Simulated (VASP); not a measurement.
Crystal: V.

```xyz
1
Lattice="0.0000 2.0060 2.1687 1.4929 0.0000 2.1687 1.4929 2.0060 0.0000" Properties=species:S:1:pos:R:3 pbc="T T T"
V     0.0000    0.0000    0.0000
```

| Item | Value |
| --- | --- |
| Program | VASP 6.6.1 |
| Task | relaxation of cell and atoms |
| Functional | PBEsol |
| Potentials or basis | VASP PAW PBE potentials, release 64 (V_sv) |
| Cutoff | 600 eV |
| k mesh | 26 × 26 × 26 |
| Occupations | gaussian, width 0.1 eV |
| Spin | no spin polarisation |

At the start: pressure -0.5 GPa; volume 12.99 Å³/atom.

How do energy, volume and symmetry change on relaxing?

Over 14 steps the energy falls by 4.8 meV/atom and the volume is 12.96 Å³/atom (-0.2 %); space group Im-3m (No. 229, to 0.05 Å).

Step by step:
```tsv
step	energy change (eV)	largest force (eV/Å)	pressure (GPa)	volume (Å³)
1	0.0000	0.0000	-0.54	12.99
2	-0.0008	0.0000	0.68	12.91
3	-0.0009	0.0000	1.62	12.85
4	-0.0012	0.0000	1.68	12.85
5	-0.0022	0.0000	1.65	12.85
6	-0.0035	0.0000	1.61	12.86
7	-0.0035	0.0000	1.69	12.85
8	-0.0040	0.0000	1.64	12.85
9	-0.0046	0.0000	-0.08	12.96
10	-0.0046	0.0000	-0.02	12.96
11	-0.0047	0.0000	-0.02	12.96
12	-0.0048	0.0000	0.03	12.96
13	-0.0048	0.0000	0.06	12.96
14	-0.0048	0.0000	-0.06	12.96
```

Final structure:
```
V
1.0
     0.00000    2.08968    2.09540
     1.48024    0.00000    2.09540
     1.48024    2.08968    0.00000
V
1
Direct
  0.00000 0.00000 0.00000
```

Caveat: the PAW data sets were made with another functional, which shifts forces and pressure a little.
